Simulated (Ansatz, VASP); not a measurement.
## Two plane-wave programs on Fe

File INCAR:

```
SYSTEM = Fe
PREC = Accurate
ENCUT = 690
EDIFF = 1E-6
ISMEAR = -1
SIGMA = 0.05
LREAL = .FALSE.
LASPH = .TRUE.
NELM = 200
ALGO = Normal
ISIF = 2
LWAVE = .FALSE.
LCHARG = .FALSE.
ISPIN = 2
MAGMOM = 3
LORBIT = 11
LMAXMIX = 4
GGA = B5
ALDAX = 1.0
AGGAX = 1.0
AGGAC = 1.0
ALDAC = 0.0
IVDW = 13
VDW_S6 = 1.0
VDW_S8 = 2.34076671
VDW_A1 = 0.44488865
VDW_A2 = 4.0933009
NBANDS = 18
GGA_COMPAT = .FALSE.
```

Contents of KPOINTS:

```
regular mesh
0
G
  13 13 13
  0 0 0
```

POSCAR

```
Fe
1.0
   -1.4430000000      1.4430000000      1.4430000000
    1.4430000000     -1.4430000000      1.4430000000
    1.4430000000      1.4430000000     -1.4430000000
Fe
1
Direct
    0.0000000000      0.0000000000      0.0000000000
```

Contents of input.yaml:

```yaml
crystal:
  lattice:
    - [-1.443, 1.443, 1.443]
    - [1.443, -1.443, 1.443]
    - [1.443, 1.443, -1.443]
  atoms:
    - { symbol: Fe, position: [0.0, 0.0, 0.0], spin: 3.0 }
hamiltonian:
  xc: blyp
  pseudopotentials: { kind: paw }
  dispersion: d4
magnetization:
  spin_polarized: true
kpoints:
  mp_grid: { grid: [13, 13, 13] }
scf:
  occupations: { method: fermi_dirac, width: 0.05 }
output:
  forces: true
  stress: true
  eigenvalues: true
  write_density: true
  write_potential: true
  elf: true
  volumetric_format: npy
```

Alike in both runs: task single point; functional BLYP; dispersion D4; k mesh 13 × 13 × 13; occupations fermi-dirac, width 0.05 eV; collinear spin.

```csv
,VASP,Ansatz
version,VASP 6.6.1,Ansatz 0.2.0
potentials or method,"VASP PAW PBE potentials, release 64 (Fe_sv)",Ansatz PAW
plane-wave cutoff (eV),690,420
valence electrons in the cell,16,16
```

|  | VASP | Ansatz | Ansatz less VASP |
| --- | --- | --- | --- |
| gap on the k mesh at the Fermi level (eV) | none | none | - |
| pressure (GPa) | -12.3 | -11.2 | +1.07 |
| net moment per atom (μB) | 2.20 | 2.20 | 0.000 |
| size of the moment on the site where the two differ most (μB) | 2.21 | 2.25 | +0.044 |

VASP's potentials were made for PBE, not for BLYP. Site moments also hang on the region over which each program counts them. A gap of «none» marks a metal or a gap that the smearing closes.
